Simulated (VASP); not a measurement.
A run of VASP 6.6.1:

POSCAR

```
Te2Mo
1.0
    3.5624185400      0.0000000000      0.0000000000
   -1.7812092700      3.0851449600      0.0000000000
    0.0000000000      0.0000000000     31.5632657400
Te Mo
6 3
Direct
    0.0000000000      0.0000000000      0.9432379200
    0.3333333300      0.6666666700      0.7110137800
    0.3333333300      0.6666666700      0.1755957500
    0.3333333300      0.6666666700      0.8244042500
    0.3333333300      0.6666666700      0.2889862200
    0.0000000000      0.0000000000      0.0567620800
    0.0000000000      0.0000000000      0.7676939900
    0.0000000000      0.0000000000      0.2323060100
    0.3333333300      0.6666666700      0.0000000000
```

The input INCAR.step1:

```
PREC     = Accurate       # precision mode
ENCUT    = 550            # plane-wave cutoff, eV
ISMEAR   = 0              # smearing method
SIGMA    = 0.1            # smearing width, eV
LREAL    = F              # projectors in reciprocal space
LASPH    = T              # aspherical terms in the spheres
NELM     = 120            # most SCF steps
NBANDS   = 49             # bands
GGA      = PE             # functional
ALGO     = Normal         # electronic algorithm
EDIFF    = 1E-5           # SCF threshold, eV
LWAVE    = T              # write WAVECAR
LCHARG   = F              # write CHGCAR
GGA_COMPAT= F
```

The input INCAR.step2:

```
PREC     = Accurate       # precision mode
ENCUT    = 550            # plane-wave cutoff, eV
EDIFF    = 1E-6           # SCF threshold, eV
ISMEAR   = 0              # smearing method
SIGMA    = 0.1            # smearing width, eV
LREAL    = F              # projectors in reciprocal space
LASPH    = T              # aspherical terms in the spheres
NELM     = 120            # most SCF steps
ALGO     = Normal         # electronic algorithm
ISIF     = 2              # what is computed and relaxed
LWAVE    = F              # write WAVECAR
LCHARG   = F              # write CHGCAR
METAGGA  = R2SCAN         # meta-GGA
LMIXTAU  = T            
LUSE_VDW = T            
IVDW_NL  = 2            
BPARAM   = 11.95        
CPARAM   = 0.0093       
NBANDS   = 49             # bands
ISTART   = 1            
GGA_COMPAT= F
```

The input KPOINTS:

```
regular mesh
0
Gamma
  6 6 1
```

Potentials or basis: VASP PAW PBE potentials, release 64 (Te, Mo_sv).

Command:

```console
$ cat potpaw_PBE.64/Te/POTCAR potpaw_PBE.64/Mo_sv/POTCAR > POTCAR
$ cp INCAR.step1 INCAR
$ mpirun -np 1 vasp_std > vasp.out
$ cp INCAR.step2 INCAR
$ mpirun -np 1 vasp_std > vasp.out
```

Hardware: 1 thread of Intel Xeon 8259CL, with other jobs on the host.

Question: Estimate the wall time of this run.

Answer: It took 55 min on 1 thread of Intel Xeon 8259CL (shared host), peak memory 1.2 GiB. Counts: k points 7.
